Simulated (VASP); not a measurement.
GaAs: single point with r2SCAN

The system is GaAs.

```
As Ga
1.0
     0.00000    2.82685    2.82685
     2.82685    0.00000    2.82685
     2.82685    2.82685    0.00000
As Ga
1 1
Direct
  0.75000 0.75000 0.75000
  0.00000 0.00000 0.00000
```

| Property | Result |
| --- | --- |
| Program | VASP 6.6.1 |
| Task | single point |
| Functional | r2SCAN |
| Potentials or basis | VASP PAW PBE potentials, release 64 (As, Ga_d) |
| Cutoff | 520 eV |
| k mesh | 8 × 8 × 8 |
| Occupations | fermi-dirac, width 0.05 eV |
| Spin | non-collinear spin, zero start, spin-orbit coupling |
| Starting moments | [[0.0, 0.0, 0.0], [0.0, 0.0, 0.0]] μB |

* Pressure: 0.6 GPa
* Net moment: 0.00 μB per cell
* Valence electrons inside the program's atomic spheres: As 2.88; Ga 11.64

Moments on the atoms (μB; x, y, z):
```
As  0.00 0.00 0.00
Ga  0.00 0.00 0.00
```

Run time: 22 min on 1 thread of AMD EPYC 7R43 64-Core Processor (Zen 3) (shared host), peak memory 0.35 GiB.

Caveat: the PAW data sets were made with another functional, which shifts forces and pressure a little.
